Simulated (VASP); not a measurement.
# Rh: single point with PBEsol

The system is Rh.

```
Rh
1.0
     2.58234    0.00000    0.00000
    -1.29117    2.23637    0.00000
     0.00000    0.00000    4.50592
Rh
2
Direct
  0.66667 0.33333 0.75000
  0.33333 0.66667 0.25000
```

This isn't the form of Rh at room conditions, which is fcc.

```yaml
Program: VASP 6.6.1
Task: single point
Functional: PBEsol
Potentials_or_basis: VASP PAW PBE potentials, release 64 (Rh_pv)
Cutoff: 520 eV
k_mesh: 21 × 21 × 12
Occupations: gaussian, width 0.15 eV
Spin: no spin polarisation
Dipole_correction: no
Further_INCAR_settings: ALGO = Fast; EDIFF = 1e-06; NBANDS = 22
```

* Pressure: 15.0 GPa
* Band gap on the k mesh: zero (bands 15 and 16 overlap by 2.84 eV)

Stress tensor (GPa, compression positive):
```
24.18  0.00  0.00
 0.00 24.18  0.00
 0.00  0.00 -3.33
```

Levels at points of the mesh, in eV from the Fermi level:
```
           k point  band 11  band 12  band 13  band 14  band 15  band 16  band 17  band 18  band 19  band 20
(0.00, 0.00, 0.00)    -3.27    -2.84    -2.84    -1.45    -1.45    -0.11     0.28     0.28     8.08    16.32
(0.00, 0.00, 0.50)    -3.26    -3.26    -3.26    -3.26    -0.33    -0.33    -0.33    -0.33    14.17    14.17
```

Wall time 5.9 min on 1 thread of AMD EPYC 7571, on a shared host, peak memory 0.22 GiB.

Caveat: the stress differs along the axes, from -3 to 24 GPa; the PAW data sets were made with another functional, which shifts forces and pressure a little.
